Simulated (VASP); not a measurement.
Runs of VASP 6.6.1 on Si. The structure is that of space group Fd-3m (No. 227), or close to it. The cells are those of the table. 

```csv
task,cell,k mesh,smearing,gap on the mesh (eV),pressure (GPa)
single point,"a = 3.840 Å, angles 60.0°, 2 atoms",6 × 6 × 6,gaussian 0.1 eV,(a),2.0
single point,"a = 3.868 Å, angles 60.0°, 2 atoms",8 × 8 × 8,gaussian 0.01 eV,0.65,0.0
relaxation of cell and atoms,"relaxed from a = 3.840 Å, angles 60.0°, 2 atoms",8 × 8 × 8,gaussian 0.02 eV,0.65,0.0
single point,"a = 3.868 Å, angles 60.0°, 2 atoms",8 × 8 × 8,gaussian 0.02 eV,0.65,0.0
```

Alike in all rows: level PBE; potentials or basis VASP PAW PBE potentials, release 64 (Si); no spin polarisation; cutoff (eV) 500.

Question: Estimate the missing entries.

Answer: (a) 0.71.

A k mesh can miss the band edges.
